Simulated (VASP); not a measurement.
Here is a VASP 6.6.1 calculation.

The input INCAR:

```
SYSTEM = LaSi2Ir2
PREC = Accurate ; ENCUT = 520
EDIFF = 1E-7 ; ISMEAR = 1
SIGMA = 0.1 ; LREAL = .FALSE.
LASPH = .TRUE. ; NELM = 80
ALGO = Normal ; ISIF = 2
LWAVE = .FALSE. ; LCHARG = .FALSE.
GGA = PS ; NBANDS = 26
```

Contents of KPOINTS:

```
regular mesh
0
G
  9 9 9
  0 0 0
```

Contents of POSCAR:

```
LaSi2Ir2
1.0
   -2.0605566865      2.0605566865      5.1579347638
    2.0605566865     -2.0605566865      5.1579347638
    2.0605566865      2.0605566865     -5.1579347638
La Si Ir
1 2 2
Direct
    0.0000000000      0.0000000000      0.0000000000
    0.3730000000      0.3730000000      0.0000000000
    0.6270000000      0.6270000000      0.0000000000
    0.7500000000      0.2500000000      0.5000000000
    0.2500000000      0.7500000000      0.5000000000
```

Potentials or basis: VASP PAW PBE potentials, release 64 (La, Si, Ir).

Launch:

```console
$ cat potpaw_PBE.64/La/POTCAR potpaw_PBE.64/Si/POTCAR potpaw_PBE.64/Ir/POTCAR > POTCAR
$ mpirun -np 1 vasp_std > vasp.out
```

Q: Predict the pressure.

A: -2.7 GPa.

Q: Estimate the largest force.

A: 0.103 eV/Å.

Stress tensor (GPa, compression positive):
```
-2.74  0.00  0.00
 0.00 -2.74  0.00
 0.00  0.00 -2.50
```

Caveat: the PAW data sets were made with another functional, which shifts forces and pressure a little.
